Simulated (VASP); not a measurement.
## WSe2: single point with PBE

WSe2:

```
W Se
1.0
     0.00000    6.18497    6.18497
     6.18497    0.00000    6.18497
     6.18497    6.18497    0.00000
W Se
8 16
Cartesian
  -0.1153 -0.0010 0.0102
  3.2666 3.1432 0.0672
  3.1220 0.0096 3.0304
  6.0262 3.1170 2.9357
  0.1139 3.2583 3.0204
  3.0723 6.1525 3.2404
  3.1505 3.0705 6.3508
  6.0852 6.0967 6.2864
  1.7568 1.6995 1.4549
  4.5296 4.7324 4.8100
  4.7491 4.5473 1.2513
  7.6810 7.6435 4.4698
  4.6269 1.8340 4.7746
  7.6524 4.5521 7.5625
  7.5122 4.7409 4.6284
  10.9663 7.6437 7.7793
  1.6481 4.6749 4.5907
  4.7350 7.5303 7.9929
  4.4295 7.7446 4.7567
  7.7253 10.8174 7.5680
  4.7192 4.3504 7.6823
  7.5689 7.5793 10.7410
  7.9452 7.6319 7.7949
  10.7570 10.9887 10.6326
```

```yaml
Program: VASP 6.6.1
Task: single point
Functional: PBE
Potentials_or_basis: VASP PAW PBE potentials, release 64 (W_sv, Se)
Cutoff: 520 eV
k_mesh: 2 × 2 × 2
Occupations: fermi-dirac, width 0.112 eV
Spin: no spin polarisation
Dipole_correction: no
Further_INCAR_settings: LREAL = Auto; ALGO = Normal; EDIFF = 1e-06; NBANDS = 122
```

| Item | Value |
| --- | --- |
| Pressure | 5.2 GPa |
| Largest force | 2.251 eV/Å |
| Band gap on the k mesh | zero (bands 104 and 105 overlap by 0.14 eV) |

Forces on the atoms (eV/Å):
```
W    1.147  0.870 -1.373
W   -1.766 -0.481 -1.311
W   -1.948 -0.282  0.138
W    1.175  0.620  1.199
W    0.541 -1.275  0.674
W    0.196  0.578 -0.519
W   -0.771 -0.800 -1.123
W    0.336  0.854 -0.405
Se  -0.647 -0.818  0.468
Se   0.422  0.048 -1.091
Se   0.039  0.030  1.771
Se  -0.452  0.314  0.696
Se  -0.013 -1.018 -0.498
Se   0.764  0.880  0.608
Se   1.131 -1.267 -0.649
Se  -0.056 -0.302  1.065
Se  -1.005 -1.515  0.513
Se   0.713  0.141 -1.168
Se   0.856  0.025 -0.284
Se  -0.028  0.832  1.286
Se  -0.551  1.554  0.279
Se  -0.127  0.609 -0.433
Se  -0.958  0.757 -0.552
Se   1.004 -0.357  0.708
```

Stress tensor (GPa, compression positive):
```
 4.87  1.07 -0.41
 1.07  5.83 -0.72
-0.41 -0.72  4.88
```

Levels at points of the mesh, in eV from the Fermi level:
| k point | band 100 | band 101 | band 102 | band 103 | band 104 | band 105 | band 106 | band 107 | band 108 | band 109 |
| --- | --- | --- | --- | --- | --- | --- | --- | --- | --- | --- |
| (0.00, 0.00, 0.00) | -0.51 | -0.40 | -0.36 | -0.34 | -0.18 | -0.13 | -0.07 | 0.06 | 0.17 | 0.26 |
| (0.50, 0.00, 0.00) | -0.24 | -0.19 | -0.09 | -0.08 | 0.01 | 0.02 | 0.06 | 0.11 | 0.22 | 0.34 |
| (0.00, 0.50, 0.00) | -0.29 | -0.28 | -0.21 | -0.09 | -0.06 | 0.01 | 0.06 | 0.18 | 0.36 | 0.38 |
| (0.00, 0.00, 0.50) | -0.31 | -0.20 | -0.15 | -0.13 | -0.07 | 0.03 | 0.09 | 0.12 | 0.23 | 0.38 |
| (0.50, 0.50, 0.50) | -0.26 | -0.24 | -0.11 | -0.08 | -0.05 | 0.02 | 0.03 | 0.12 | 0.21 | 0.23 |
| (0.50, 0.50, 0.00) | -0.34 | -0.31 | -0.26 | -0.21 | -0.15 | 0.34 | 0.39 | 0.49 | 0.63 | 0.68 |
| (0.00, 0.50, 0.50) | -0.38 | -0.30 | -0.24 | -0.11 | -0.05 | 0.26 | 0.39 | 0.45 | 0.56 | 0.61 |
| (0.50, 0.00, 0.50) | -0.38 | -0.33 | -0.27 | -0.18 | -0.13 | 0.25 | 0.41 | 0.50 | 0.61 | 0.67 |

Wall time 44 min on 1 thread of AMD EPYC 7R43 64-Core Processor (Zen 3), on a shared host, peak memory 0.79 GiB.

Caveat: the k points lie up to 0.44 Å⁻¹ apart; the atoms stand as in a frame of molecular dynamics; spin-orbit coupling is left out, which moves the levels of the heavy elements; forces of over 1 eV/Å act on the atoms, so gaps and moduli don't describe the material at rest.
